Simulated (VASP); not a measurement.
# Ag (I4/mmm) in VASP: notebook, part 2 of 2

VASP 6.6.1. Earlier steps stand in the parts before.

**6. Single point, PBEsol (strain +0.000 along x and y, +0.025 along z)**

The input, INCAR:

```
ALGO = Fast
EDIFF = 1E-6
ENCUT = 520
GGA = PS
ISIF = 2
ISMEAR = 0
LASPH = T
LCHARG = F
LREAL = F
LWAVE = F
NBANDS = 12
NELM = 80
PREC = Accurate
SIGMA = 0.15
```

The input, KPOINTS:

```
k-points
0
Gamma
  26 26 26
```

The input, POSCAR:

```
Ag
1.0
   -1.6125573273      1.6125573273      1.6528712605
    1.6125573273     -1.6125573273      1.6528712605
    1.6125573273      1.6125573273     -1.6528712605
Ag
1
Direct
    0.0000000000      0.0000000000      0.0000000000
```

Potentials or basis: VASP PAW PBE potentials, release 64 (Ag).

Command:

```sh
> cat potpaw_PBE.64/Ag/POTCAR > POTCAR
> mpirun -np 1 vasp_std > vasp.out
```

OUTCAR:

```text
EDIFF = 1E-6
   ENCUT = 520
   GGA = PS
   ISIF = 2
   ISMEAR = 0
   LASPH = T
   LREAL = F
   NELM = 80
   PREC = Accurate

 ion  position               nearest neighbor table
   1  0.000  0.000  0.000-

  LATTYP: Found a body centered tetragonal cell.
 ALAT       =     3.2251146546
 C/A-ratio  =     1.0250000000

  Lattice vectors:

 A1 = (  -1.6125573273,   1.6125573273,   1.6528712605)
 A2 = (   1.6125573273,  -1.6125573273,   1.6528712605)
 A3 = (   1.6125573273,   1.6125573273,  -1.6528712605)

Analysis of symmetry for initial positions (statically):
=====================================================================
 Subroutine PRICEL returns:
 Original cell was already a primitive cell.

 Routine SETGRP: Setting up the symmetry group for a
 body centered tetragonal supercell.

 Subroutine GETGRP returns: Found 16 space group operations
 (whereof 16 operations were pure point group operations)
 out of a pool of 16 trial point group operations.

The static configuration has the point symmetry D_4h.

Analysis of symmetry for dynamics (positions and initial velocities):
[... 171 lines left out ...]
      4       3.3376      2.00000
      5       4.5267      2.00000
      6       4.6511      2.00000
      7      25.7592      0.00000
      8      26.1734      0.00000
      9      26.1734      0.00000
     10      31.7618      0.00000
     11      32.3218      0.00000
     12      32.4164      0.00000
[... 331 lines left out ...]
 k-point    24 :       0.3846    0.0385    0.0000
  band No.  band energies     occupation
      1       1.8707      2.00000
      2       2.5964      2.00000
      3       4.4451      2.00000
      4       4.6507      2.00000
      5       5.2410      2.00000
      6       6.6195      2.00000
      7      14.1550      0.00000
      8      21.7930      0.00000
      9      23.0696      0.00000
     10      28.1300      0.00000
     11      29.5055      0.00000
     12      32.7109      0.00000

 [... further k-points ...]

------------------------ aborting loop because EDIFF is reached ----------------------------------------

  FORCE on cell =-STRESS in cart. coord.  units (eV):
  Direction    XX          YY          ZZ          XY          YZ          ZX
  --------------------------------------------------------------------------------------
  -------------------------------------------------------------------------------------
  Total       -0.3144014     -0.3144014     -0.2578001      0.0000000      0.0000000      0.0000000
  in kB      -29.2998720    -29.2998720    -24.0250508      0.0000000      0.0000000      0.0000000
  external PRESSURE =     -27.5415982 kB  Pullay stress =       0.0000000 kB

 VOLUME and BASIS-vectors are now :
 -----------------------------------------------------------------------------
  energy-cutoff  :      520.00
  volume of cell :       17.19
      direct lattice vectors                 reciprocal lattice vectors
    -1.612557327  1.612557327  1.652871260     0.000000000  0.310066496  0.302503898
     1.612557327 -1.612557327  1.652871260     0.310066496  0.000000000  0.302503898
     1.612557327  1.612557327 -1.652871260     0.310066496  0.310066496  0.000000000

 POSITION                                       TOTAL-FORCE (eV/Angst)
 -----------------------------------------------------------------------------------
      0.00000      0.00000      0.00000         0.000000      0.000000      0.000000
 -----------------------------------------------------------------------------------
    total drift:                               -0.000000      0.000000      0.000000

  FREE ENERGIE OF THE ION-ELECTRON SYSTEM (eV)
  ---------------------------------------------------
  free  energy   TOTEN  =        -3.2695448087 eV

  energy  without entropy=       -3.2652443599  energy(sigma->0) =       -3.26739458
```

OSZICAR:

```text
N       E                     dE             d eps       ncg     rms          rms(c)
DAV:   1     0.518901908853E+02    0.51890E+02   -0.54796E+03 32192   0.828E+02
DAV:   2    -0.278862274772E+01   -0.54679E+02   -0.51772E+02 37260   0.194E+02
DAV:   3    -0.361469679152E+01   -0.82607E+00   -0.82558E+00 37012   0.253E+01
DAV:   4    -0.361716975269E+01   -0.24730E-02   -0.24729E-02 36232   0.144E+00
DAV:   5    -0.361718879187E+01   -0.19039E-04   -0.19040E-04 36628   0.114E-01    0.541E+00
RMM:   6    -0.328214392163E+01    0.33504E+00   -0.51703E-01 32140   0.647E+00    0.325E+00
RMM:   7    -0.327346965214E+01    0.86743E-02   -0.97132E-03 36082   0.111E+00    0.192E+00
RMM:   8    -0.326955891872E+01    0.39107E-02   -0.78233E-04 37286   0.289E-01    0.204E-01
RMM:   9    -0.326954621812E+01    0.12701E-04   -0.11312E-04 38697   0.907E-02    0.568E-02
RMM:  10    -0.326954434880E+01    0.18693E-05   -0.20138E-05 39119   0.351E-02    0.206E-02
RMM:  11    -0.326954480866E+01   -0.45986E-06   -0.53179E-06 33163   0.144E-02
   1 F= -.32695448E+01 E0= -.32673946E+01  d E =-.430045E-02
```

It took 68 s on 1 thread of Intel Xeon 6975P-C (Granite Rapids), shared host; peak memory 0.36 GiB.

What came out:

- Free energy: -3.2695 eV
- Pressure: -2.8 GPa

Levels at points of the mesh, in eV from the Fermi level:
```
           k point  band 2  band 3  band 4  band 5  band 6  band 7  band 8  band 9  band 10  band 11
(0.00, 0.00, 0.00)   -4.89   -4.89   -4.78   -3.59   -3.47   17.64   18.05   18.05    23.64    24.20
(0.50, 0.00, 0.00)   -5.60   -3.65   -3.41   -2.54   -0.16    4.02   13.41   14.56    20.04    21.31
(0.50, 0.50, 0.00)   -5.72   -3.50   -3.37   -2.51   -0.01    4.26   13.02   13.99    19.63    20.70
(0.50, 0.50, 0.50)   -6.29   -2.79   -2.76   -2.76    6.35    7.07    7.07   12.49    13.44    13.70
```

Caveat: the cell differs from its parent crystal (strain +0.000 along x and y, +0.025 along z); the PAW data sets were made with another functional, which shifts forces and pressure a little.

**7. Summary**

```csv
cell,further INCAR settings,gap on the mesh (eV),pressure (GPa)
"a = 2.747 Å, angles 108.1, 108.1, 112.2°, 1 atom",ALGO = Fast; EDIFF = 1e-06; NBANDS = 12,none,6.7
"a = 2.747 Å, angles 110.2, 110.2, 108.1°, 1 atom",ALGO = Fast; EDIFF = 1e-07; NBANDS = 12,none,6.4
"a = 2.770 Å, angles 108.8, 108.8, 110.8°, 1 atom",ALGO = Fast; EDIFF = 1e-06; NBANDS = 12,none,3.0
"a = 2.771 Å, angles 110.8, 110.8, 106.7°, 1 atom",ALGO = Fast; EDIFF = 1e-06; NBANDS = 12,none,3.1
"a = 2.816 Å, angles 110.1, 110.1, 108.1°, 1 atom",ALGO = Fast; EDIFF = 1e-06; NBANDS = 12,none,-2.8
```

Alike in all rows: task single point; level PBEsol; potentials or basis VASP PAW PBE potentials, release 64 (Ag); no spin polarisation; k mesh 26 × 26 × 26; cutoff (eV) 520; smearing gaussian 0.15 eV.

Caveats: the PAW data sets were made with another functional, which shifts forces and pressure a little.

Absolute energies hang on the potentials; compare differences alone.
